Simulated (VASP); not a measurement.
# Sc: single point with LDA

The system is Sc.

```xyz
3
Lattice="3.9345 0.0000 0.0000 -1.9672 3.4074 0.0000 0.0000 0.0000 2.1286" Properties=species:S:1:pos:R:3 pbc="T T T"
Sc    0.0000    0.0000    0.0000
Sc    0.0000    2.2716    1.0643
Sc    1.9672    1.1358    1.0643
```

This isn't the form of Sc at room conditions, which is hcp.

| Property | Result |
| --- | --- |
| Program | VASP 6.6.1 |
| Task | single point |
| Functional | LDA |
| Potentials or basis | VASP PAW LDA potentials, release 64 (Sc_sv) |
| Cutoff | 520 eV |
| k mesh | 10 × 10 × 13 |
| Occupations | fermi-dirac, width 0.05 eV |
| Spin | no spin polarisation |

The pressure is 166.3 GPa and the band gap on the k mesh is zero (an odd number of electrons rules out a gap without spin polarisation).

Stress tensor (GPa, compression positive):
```
164.88   0.00   0.00
  0.00 164.88   0.00
  0.00   0.00 169.20
```

Levels at points of the mesh, in eV from the Fermi level:
```
           k point  band 15  band 16  band 17  band 18  band 19  band 20
(0.00, 0.00, 0.00)     0.75     0.85     0.99     0.99     1.16     1.16
(0.50, 0.00, 0.00)    -1.00    -0.72    -0.24    -0.10     0.53     1.00
```

Wall time 74 s on 1 thread of Intel(R) Xeon(R) Platinum 8259CL CPU @ 2.50GHz (Skylake/Cascade Lake), with other jobs on the host, peak memory 0.16 GiB.

Caveat: the cell stands under pressure.
